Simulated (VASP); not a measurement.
## Hg: single point with PBEsol

The system is Hg.

```
CELL_PARAMETERS angstrom
2.94811 0.00000 0.00000
0.00000 2.94811 0.00000
0.00000 0.00000 2.94811
ATOMIC_POSITIONS crystal
Hg 0.00000 0.00000 0.00000
```

* Program: VASP 6.6.1
* Task: single point
* Functional: PBEsol
* Potentials or basis: VASP PAW PBE potentials, release 64 (Hg)
* Cutoff: 520 eV
* k mesh: 11 × 11 × 11
* Occupations: fermi-dirac, width 0.136057 eV
* Spin: no spin polarisation
* Dipole correction: no
* Further INCAR settings: ALGO = Normal; EDIFF = 1e-06; NBANDS = 12

```json
{
 "Pressure": "0.3 GPa",
 "Band gap on the k mesh": "zero (band 6 reaches 5.21 eV, above the bottom of band 7 at 0.85 eV)"
}
```

Levels at points of the mesh, in eV from the Fermi level:
| k point | band 4 | band 5 | band 6 | band 7 | band 8 | band 9 |
| --- | --- | --- | --- | --- | --- | --- |
| (0.00, 0.00, 0.00) | -5.82 | -5.82 | -5.82 | 10.37 | 10.37 | 10.37 |

Run time: 6 s on 1 thread of Intel Xeon 6975P-C, on a shared host, peak memory 0.15 GiB.

Caveat: the PAW data sets were made with another functional, which shifts forces and pressure a little; spin-orbit coupling is left out, which moves the levels of the heavy elements.
